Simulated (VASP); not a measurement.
# W3Br (P2_1/m) in VASP: single point with PBE

Aim: the single point of W3Br with PBE.

All numbers are computed with VASP 6.6.1; they aren't measurements. Logs are shortened: lines on timing, memory, paths and dates and some standing lists are left out, and cuts for length are marked.

## (1) The cell of the first run

Symmetry: P2_1/m, No. 11, monoclinic system. The conventional cell has a = 3.264 Å, b = 3.157 Å, c = 16.052 Å, α = 90.00°, β = 93.75°, γ = 90.00°. W (site symmetry m) has 2 Br at 2.58 Å and 9 W at 2.72 to 3.26 Å within 3.4 Å. W (site symmetry m) has 13 W at 2.72 to 3.26 Å within 3.6 Å. W (site symmetry m) has 14 W at 2.74 to 3.26 Å within 3.6 Å. Within 3.4 Å of Br (site symmetry m) lie 2 W at 2.58 Å and 4 Br at 3.16 to 3.26 Å.

## (2) Single point, PBE

INCAR reads:

```
PREC = Accurate ; ENCUT = 500
EDIFF = 1E-6 ; ISMEAR = 0
SIGMA = 0.1 ; LREAL = False
LASPH = True ; NELM = 120
ALGO = Normal ; ISIF = 2
LWAVE = False ; LCHARG = False
GGA = PE ; NBANDS = 59
GGA_COMPAT = False
```

KPOINTS reads:

```
regular mesh
0
Gamma
  10 10 2
```

POSCAR reads:

```
W3Br
1.0
    3.2643435411      0.0000000000      0.0031301567
    0.0000000000      3.1566277190      0.0000000000
   -1.0662145720      0.0000000000     16.0169442405
W Br
6 2
Direct
    0.8278727326      0.2500000000      0.2417966593
    0.2977945956      0.7500000000      0.1484079910
    0.1721272674      0.7500000000      0.7582033407
    0.2345906239      0.7500000000      0.9521287623
    0.7654093761      0.2500000000      0.0478712377
    0.7022054044      0.2500000000      0.8515920090
    0.8685859680      0.7500000000      0.3691943374
    0.1314140320      0.2500000000      0.6308056626
```

Potentials or basis: VASP PAW PBE potentials, release 64 (W_sv, Br).

Started as:

```
> cat potpaw_PBE.64/W_sv/POTCAR potpaw_PBE.64/Br/POTCAR > POTCAR
> mpirun -np 1 vasp_std > vasp.out
```

OUTCAR:

```text
PREC = Accurate
   ENCUT = 500
   EDIFF = 1E-6
   ISMEAR = 0
   LREAL = False
   LASPH = True
   NELM = 120
   ISIF = 2
   GGA = PE

 ion  position               nearest neighbor table
   1  0.828  0.250  0.242-   7 2.58   7 2.58   2 2.72   2 2.72   2 2.72   2 2.72   5 3.11
   2  0.298  0.750  0.148-   1 2.72   1 2.72   1 2.72   1 2.72   5 2.78   5 2.78   5 2.78   5 2.78
                             4 3.14
   3  0.172  0.750  0.758-   8 2.58   8 2.58   6 2.72   6 2.72   6 2.72   6 2.72   4 3.11
   4  0.235  0.750  0.952-   5 2.74   5 2.74   5 2.74   5 2.74   6 2.78   6 2.78   6 2.78   6 2.78
                             3 3.11   2 3.14
   5  0.765  0.250  0.048-   4 2.74   4 2.74   4 2.74   4 2.74   2 2.78   2 2.78   2 2.78   2 2.78
                             1 3.11   6 3.14
   6  0.702  0.250  0.852-   3 2.72   3 2.72   3 2.72   3 2.72   4 2.78   4 2.78   4 2.78   4 2.78
                             5 3.14
   7  0.869  0.750  0.369-   1 2.58   1 2.58
   8  0.131  0.250  0.631-   3 2.58   3 2.58

  LATTYP: Found a simple monoclinic cell.
 ALAT       =     3.2643450418
 B/A-ratio  =     0.9670018575
 C/A-ratio  =     4.9174926815
 COS(beta)  =    -0.0654641062

  Lattice vectors:

 A1 = (   3.2643435411,   0.0000000000,   0.0031301567)
 A2 = (   0.0000000000,   3.1566277190,   0.0000000000)
 A3 = (  -1.0662145720,   0.0000000000,  16.0169442405)

Analysis of symmetry for initial positions (statically):
=====================================================================
 Subroutine PRICEL returns:
 Original cell was already a primitive cell.

 Routine SETGRP: Setting up the symmetry group for a
 simple monoclinic supercell.

 Subroutine GETGRP returns: Found  4 space group operations
 (whereof  2 operations were pure point group operations)
 out of a pool of  4 trial point group operations.

The static configuration has the point symmetry S_2 .
 The point group associated with its full space group is C_2h.

Analysis of symmetry for dynamics (positions and initial velocities):
=====================================================================
 Subroutine PRICEL returns:
 Original cell was already a primitive cell.

 Routine SETGRP: Setting up the symmetry group for a
 simple monoclinic supercell.

 Subroutine GETGRP returns: Found  4 space group operations
 (whereof  2 operations were pure point group operations)
 out of a pool of  4 trial point group operations.

The dynamic configuration has the point symmetry S_2 .
 The point group associated with its full space group is C_2h.

 Subroutine INISYM returns: Found  4 space group operations
 (whereof  2 operations are pure point group operations),
 and found     1 'primitive' translations

----------------------------------------------------------------------------------------

                                     Primitive cell

  volume of cell :     165.0542

  direct lattice vectors                    reciprocal lattice vectors
     3.264343541  0.000000000  0.003130157     0.306320753  0.000000000  0.020391134
     0.000000000  3.156627719  0.000000000     0.000000000  0.316793771  0.000000000
    -1.066214572  0.000000000 16.016944240    -0.000059864  0.000000000  0.062429897

  length of vectors
     3.264345042  3.156627719 16.052392853     0.306998701  0.316793771  0.062429925

  position of ions in fractional coordinates (direct lattice)
     0.827872733  0.250000000  0.241796659
     0.297794596  0.750000000  0.148407991
     0.172127267  0.750000000  0.758203341
     0.234590624  0.750000000  0.952128762
     0.765409376  0.250000000  0.047871238
     0.702205404  0.250000000  0.851592009
     0.868585968  0.750000000  0.369194337
     0.131414032  0.250000000  0.630805663

  ion indices of the primitive-cell ions
   primitive index   ion index
                 1           1
                 2           2
                 3           3
                 4           4
                 5           5
                 6           6
                 7           7
                 8           8

----------------------------------------------------------------------------------------

 KPOINTS: regular mesh

Automatic generation of k-mesh.
 Grid dimensions read from file:
 generate k-points for:   10   10    2

 Generating k-lattice:

  Cartesian coordinates                     Fractional coordinates (reciprocal lattice)
     0.030632075  0.000000000  0.002039113     0.100000000  0.000000000  0.000000000
     0.000000000  0.031679377  0.000000000     0.000000000  0.100000000  0.000000000
    -0.000029932  0.000000000  0.031214948     0.000000000  0.000000000  0.500000000

  Length of vectors
     0.030699870  0.031679377  0.031214963

  Shift w.r.t. Gamma in fractional coordinates (k-lattice)
     0.000000000  0.000000000  0.000000000

 Subroutine IBZKPT returns following result:
 ===========================================

 Found     72 irreducible k-points:

 Following reciprocal coordinates:
            Coordinates               Weight
  0.000000  0.000000  0.000000      1.000000
  0.100000  0.000000 -0.000000      2.000000
  0.200000  0.000000 -0.000000      2.000000
  0.300000  0.000000  0.000000      2.000000
  0.400000  0.000000 -0.000000      2.000000
  0.500000  0.000000  0.000000      1.000000
[... 16 lines left out ...]
  0.400000  0.300000 -0.000000      4.000000
  0.500000  0.300000  0.000000      2.000000
 [... further k-points ...]
   k-points           NKPTS =     72   k-points in BZ     NKDIM =     72   number of bands    NBANDS=     59
   number of dos      NEDOS =    301   number of ions     NIONS =      8
   total plane-waves  NPLWV =  69120
   dimension x,y,z NGX =    24 NGY =   24 NGZ =  120
   dimension x,y,z NGXF=    48 NGYF=   48 NGZF=  240
   ions per type =               6   2
   NGX,Y,Z   is equivalent  to a cutoff of  12.22, 12.64, 12.43 a.u.
   NGXF,Y,Z  is equivalent  to a cutoff of  24.45, 25.28, 24.86 a.u.
 SYSTEM =  unknown system
   PREC   = accura    normal or accurate (medium, high low for compatibility)
   ISTART =      0    job   : 0-new  1-cont  2-samecut
   ICHARG =      2    charge: 1-file 2-atom 10-const
   ISPIN  =      1    spin polarized calculation?
   LNONCOLLINEAR =      F non collinear calculations
   LSORBIT =      F    spin-orbit coupling
   LASPH  =      T    aspherical Exc in radial PAW
   ENCUT  =  500.0 eV  36.75 Ry    6.06 a.u.   5.95  5.76 29.27*2*pi/ulx,y,z
   NELM   =    120;   NELMIN=  2; NELMDL= -5     # of ELM steps
   EDIFF  = 0.1E-05   stopping-criterion for ELM
   LREAL  =      F    real-space projection
   EDIFFG = 0.1E-04   stopping-criterion for IOM
   NSW    =      0    number of steps for IOM
   IBRION =     -1    ionic relax: 0-MD 1-quasi-New 2-CG
   NFREE  =      0    steps in history (QN), initial steepest desc. (CG)
   ISIF   =      2    stress and relaxation
   ISYM   =      2    0-nonsym 1-usesym 2-fastsym
   POTIM  = 0.5000    time-step for ionic-motion
   TEBEG  =    0.0;   TEEND  =   0.0 temperature during run
   PSTRESS=    0.0 pullay stress
   NELECT =      98.0000    total number of electrons
   NUPDOWN=      -1.0000    fix difference up-down
   EMIN   =  10.00;   EMAX   =-10.00  energy-range for DOS
   EFERMI =   0.00;   METHOD = LEGACY
   ISMEAR =     0;   SIGMA  =   0.10  broadening in eV -4-tet -1-fermi 0-gaus
   EFERMI_NEDOS =   21; number of points for ismear=-14 and -15
   IALGO  =     38    algorithm
   IMIX   =      4    mixing-type and parameters
     AMIX     =   0.40;   BMIX     =  1.00
     AMIX_MAG =   1.60;   BMIX_MAG =  1.00
  volume/ion in A,a.u.               =      20.63       139.23
  Fermi-wavevector in a.u.,A,eV,Ry     =   1.375967  2.600200 25.759705  1.893285
  Thomas-Fermi vector in A             =   2.501255
   LORBIT       =      0    0 simple, 1 ext, 2 COOP (PROOUT), +10 PAW based schemes
   GGA     = PE    functional components
   LHFCALC =     F    Hartree Fock is set to
   AEXX    =    0.0000 exact exchange contribution
   IVDW    =     0    specifies the selected vdW correction
   LEPSILON=     F    determine dielectric tensor
   LRPA    =     F    only Hartree local field effects (RPA)
 non-spin polarized calculation
 Gauss-broadening in eV      SIGMA  =   0.10
  energy-cutoff  :      500.00
  volume of cell :      165.05
 maximum number of plane-waves:      4228
 NGX is ok and might be reduce to    24
   NGX = 11   NGY = 11   NGZ = 59

 number of electron      98.0000001 magnetization

 Free energy of the ion-electron system (eV)
  ---------------------------------------------------
  ext. energy  EPLUGINS =         0.00000000
  ---------------------------------------------------
  free energy    TOTEN  =       -80.28856495 eV

  energy without entropy =      -80.26487784  energy(sigma->0) =      -80.27672139

 E-fermi :   7.2663     XC(G=0): -11.1717

 val. band max:        7.2630854371   @ k =   0.3000   0.3000   0.5000
 cond. band min:       7.2860655437   @ k =   0.4000   0.0000  -0.0000
 fundamental gap:      0.0229801066
 Fermi energy:         7.2663014202

 k-point     1 :       0.0000    0.0000    0.0000
  band No.  band energies     occupation
      1     -66.9364      2.00000
      2     -66.9356      2.00000
      3     -66.8216      2.00000
      4     -66.7163      2.00000
      5     -66.6208      2.00000
      6     -66.6098      2.00000
[... 51 lines left out ...]
     58       9.6804      0.00000
     59       9.7396      0.00000

 k-point     2 :       0.1000    0.0000   -0.0000
  band No.  band energies     occupation
      1     -66.9344      2.00000
      2     -66.9337      2.00000
      3     -66.8176      2.00000
      4     -66.7166      2.00000
      5     -66.6223      2.00000
      6     -66.6127      2.00000
[... 51 lines left out ...]
     58       9.7430      0.00000
     59      10.1594      0.00000

 k-point     3 :       0.2000    0.0000   -0.0000
  band No.  band energies     occupation
      1     -66.9292      2.00000
      2     -66.9288      2.00000
      3     -66.8062      2.00000
      4     -66.7179      2.00000
      5     -66.6267      2.00000
      6     -66.6207      2.00000
[... 1238 lines left out ...]
      5     -66.6355      2.00000
      6     -66.6348      2.00000
[... 51 lines left out ...]
     58      10.0760      0.00000
     59      10.2895      0.00000

 k-point    24 :       0.5000    0.3000    0.0000
  band No.  band energies     occupation
      1     -66.9096      2.00000
      2     -66.9096      2.00000
      3     -66.7405      2.00000
      4     -66.7405      2.00000
      5     -66.6358      2.00000
      6     -66.6358      2.00000
[... 51 lines left out ...]
     58      10.0927      0.00000
     59      10.2647      0.00000

 [... further k-points ...]
[... 5 lines left out ...]
  --------------------------------------------------------------------------------------
  -------------------------------------------------------------------------------------
  Total        0.2648263      0.3564343      0.3604911      0.0000000      0.0000000      0.0027606
  in kB        2.5706625      3.4598990      3.4992789      0.0000000      0.0000000      0.0267974
  external PRESSURE =       3.1766134 kB  Pullay stress =       0.0000000 kB

 VOLUME and BASIS-vectors are now :
 -----------------------------------------------------------------------------
  energy-cutoff  :      500.00
  volume of cell :      165.05
      direct lattice vectors                 reciprocal lattice vectors
     3.264343541  0.000000000  0.003130157     0.306320753  0.000000000  0.020391134
     0.000000000  3.156627719  0.000000000     0.000000000  0.316793771  0.000000000
    -1.066214572  0.000000000 16.016944240    -0.000059864  0.000000000  0.062429897

 POSITION                                       TOTAL-FORCE (eV/Angst)
 -----------------------------------------------------------------------------------
      2.44465      0.78916      3.87543        -0.000355     -0.000000     -0.000231
      0.81387      2.36747      2.37797        -0.000200     -0.000000      0.002799
     -0.24652      2.36747     12.14464         0.000355      0.000000      0.000231
     -0.24939      2.36747     15.25093        -0.000002     -0.000000     -0.000907
      2.44752      0.78916      0.76915         0.000002     -0.000000      0.000907
      1.38426      0.78916     13.64210         0.000200     -0.000000     -0.002799
      2.44172      2.36747      5.91608        -0.000504     -0.000000      0.033337
     -0.24359      0.78916     10.10399         0.000504     -0.000000     -0.033337
 -----------------------------------------------------------------------------------
    total drift:                                0.000000     -0.000000      0.000000

  FREE ENERGIE OF THE ION-ELECTRON SYSTEM (eV)
  ---------------------------------------------------
  free  energy   TOTEN  =       -80.2885649485 eV

  energy  without entropy=      -80.2648778377  energy(sigma->0) =      -80.27672139
```

Run time: 6.1 min. Hardware: 1 thread of Intel Xeon 6975P-C (Granite Rapids), shared host; peak memory 0.57 GiB.

What came out:

* Free energy: -80.2886 eV
* Pressure: 0.3 GPa
* Largest force: 0.033 eV/Å
* Band gap on the k mesh: zero (bands 49 and 50 overlap by 1.65 eV)

Forces on the atoms (eV/Å):
```
W    0.000  0.000  0.000
W    0.000  0.000  0.003
W    0.000  0.000  0.000
W    0.000  0.000 -0.001
W    0.000  0.000  0.001
W    0.000  0.000 -0.003
Br  -0.001  0.000  0.033
Br   0.001  0.000 -0.033
```

Caveat: spin-orbit coupling is left out, which moves the levels of the heavy elements; this functional lacks dispersion, which binds layers or chains, so the pressure and a relaxed spacing across them are unreliable.

The gap in the log of VASP goes by the Fermi energy; the results here count the filled bands.